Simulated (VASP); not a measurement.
Wanted: the native input for a VASP 6.6.1 run.

```yaml
Task: electric field gradients
Functional: PBEsol
Potentials_or_basis: VASP PAW PBE potentials, release 64 (Sn_d)
Cutoff: 520 eV
k_mesh: 8 × 8 × 8
Occupations: fermi-dirac, width 0.05 eV
Spin: no spin polarisation
Dipole_correction: no
Further_INCAR_settings: ALGO = Normal; EDIFF = 1e-08; NBANDS = 21
```

The structure of Sn lies in POSCAR:

```
Sn
1.0
    0.0000000000      3.2710663102      3.2710663102
    3.2710663102      0.0000000000      3.2710663102
    3.2710663102      3.2710663102      0.0000000000
Sn
2
Direct
   -0.1250000000     -0.1250000000     -0.1250000000
    0.1250000000      0.1250000000      0.1250000000
```

This isn't the form of Sn at room conditions, which is tetragonal (white tin).

One way to write it, as run:

INCAR

```
SYSTEM = Sn
ALGO = Normal ; EDIFF = 1E-8
ENCUT = 520 ; GGA = PS
ISIF = 2 ; ISMEAR = -1
LASPH = .True. ; LCHARG = .False.
LEFG = .True. ; LREAL = .False.
LWAVE = .False. ; NBANDS = 21
NELM = 60 ; PREC = Accurate
SIGMA = 0.05
```

KPOINTS

```
k-points
0
Gamma
  8 8 8
  0 0 0
```

Potentials or basis: VASP PAW PBE potentials, release 64 (Sn_d).

Run with:

```bash
$ cat potpaw_PBE.64/Sn_d/POTCAR > POTCAR
$ mpirun -np 1 vasp_std > vasp.out
```

Results of the run:

The pressure is -0.1 GPa. The band gap on the k mesh is zero (bands 14 and 15 overlap by 0.20 eV). The largest electric field gradient by atom is zero within the noise of the run.

Caveat: the PAW data sets were made with another functional, which shifts forces and pressure a little; spin-orbit coupling is left out, which moves the levels of the heavy elements.

Wall time 52 s on 1 thread of Intel Xeon 8259CL, on a shared host, peak memory 0.21 GiB.
